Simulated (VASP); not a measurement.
## Pd: single point with PBEsol

Pd:

```
Pd
1.0
     0.00000    1.94650    1.94650
     1.94650    0.00000    1.94650
     1.94650    1.94650    0.00000
Pd
1
Direct
  0.00000 0.00000 0.00000
```

```json
{"Program": "VASP 6.6.1", "Task": "single point", "Functional": "PBEsol", "Potentials or basis": "VASP PAW PBE potentials, release 64 (Pd_sv_GW)", "Cutoff": "470 eV", "k mesh": "7 × 7 × 7", "Occupations": "fermi-dirac, width 0.05 eV", "Spin": "no spin polarisation", "Dipole correction": "no", "k mesh for the DOS": "11 × 11 × 11", "Occupations for the DOS": "tetrahedron", "Further INCAR settings": "ALGO = Normal; EDIFF = 1e-06"}
```

| Property | Result |
| --- | --- |
| Valence electrons inside the program's atomic spheres | Pd 15.68 |

Levels at points of the mesh, in eV from the Fermi level:
| k point | band 6 | band 7 | band 8 | band 9 | band 10 | band 11 | band 12 | band 13 |
| --- | --- | --- | --- | --- | --- | --- | --- | --- |
| (0.00, 0.00, 0.00) | -2.84 | -2.84 | -2.84 | -1.19 | -1.19 | 16.92 | 21.63 | 21.63 |

Wall time 11 s on 1 thread of Intel(R) Xeon(R) Platinum 8488C (Sapphire Rapids), on a shared host, peak memory 0.13 GiB.

Caveat: the k points lie up to 0.40 Å⁻¹ apart.
